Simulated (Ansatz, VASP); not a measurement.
One calculation of TiS2, two programs

```
CELL_PARAMETERS angstrom
3.36055 0.00000 0.00000
-1.68027 2.91032 0.00000
0.00000 0.00000 5.52012
ATOMIC_POSITIONS crystal
Ti 0.00000 0.00000 0.00000
S 0.33333 0.66667 0.25867
S 0.66667 0.33333 0.74133
```

Alike in both runs: functional PBE; dispersion D3(BJ); k mesh 15 × 15 × 8; occupations gaussian, width 0.1 eV; no spin polarisation.

Ansatz relaxed the structure, and its values are those at the end. VASP's run is a single point on that final structure, the one shown.

|  | VASP | Ansatz |
| --- | --- | --- |
| version | VASP 6.6.1 | Ansatz 0.2.0 |
| potentials or method | VASP PAW PBE potentials, release 64 (Ti_sv, S), cutoff 500 eV | scalar-relativistic, plane waves, PAW |
| valence electrons in the cell | 24 | 24 |

|  | VASP | Ansatz | Ansatz less VASP |
| --- | --- | --- | --- |
| gap on the k mesh at the Fermi level (eV) | none | none | - |
| pressure (GPa) | 0.0 | 0.0 | +0.02 |

A gap of «none» marks a metal or a gap that the smearing closes.
